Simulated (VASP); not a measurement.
TiAl3, 4 atoms in the cell. Symmetry: I4/mmm, No. 139, tetragonal system. The conventional cell has a = 3.816 Å, b = 3.816 Å, c = 8.554 Å, α = 90.00°, β = 90.00°, γ = 90.00°. Within 3.6 Å of Ti (site symmetry 4/mmm) lie 12 Al at 2.70 to 2.87 Å. Within 3.6 Å of Al (site symmetry 4/mmm) lie 4 Ti at 2.70 Å and 8 Al at 2.87 Å. Within 3.6 Å of Al (site symmetry -4m2) lie 8 Al at 2.70 to 2.87 Å and 4 Ti at 2.87 Å. 

```yaml
Program: VASP 6.6.1
Task: single point
Functional: PBEsol
Potentials_or_basis: VASP PAW PBE potentials, release 64 (Ti_sv, Al)
Cutoff: 520 eV
k_mesh: 20 × 20 × 20
Occupations: gaussian, width 0.15 eV
Spin: no spin polarisation
Dipole_correction: no
Further_INCAR_settings: ALGO = Fast; EDIFF = 1e-06; NBANDS = 18
```

Potentials or basis: VASP PAW PBE potentials, release 64 (Ti_sv, Al).

The run is started by

```sh
$ cat potpaw_PBE.64/Ti_sv/POTCAR potpaw_PBE.64/Al/POTCAR > POTCAR
$ mpirun -np 1 vasp_std > vasp.out
```

Hardware: 1 thread of Intel(R) Xeon(R) 6975P-C (Granite Rapids), with other jobs on the host.

**Question.** How long does it take, and how much memory?

**Answer.** It took 18 min on 1 thread of Intel(R) Xeon(R) 6975P-C (Granite Rapids) (shared host), peak memory 0.78 GiB. Counts: scf iterations 28, k points 641.
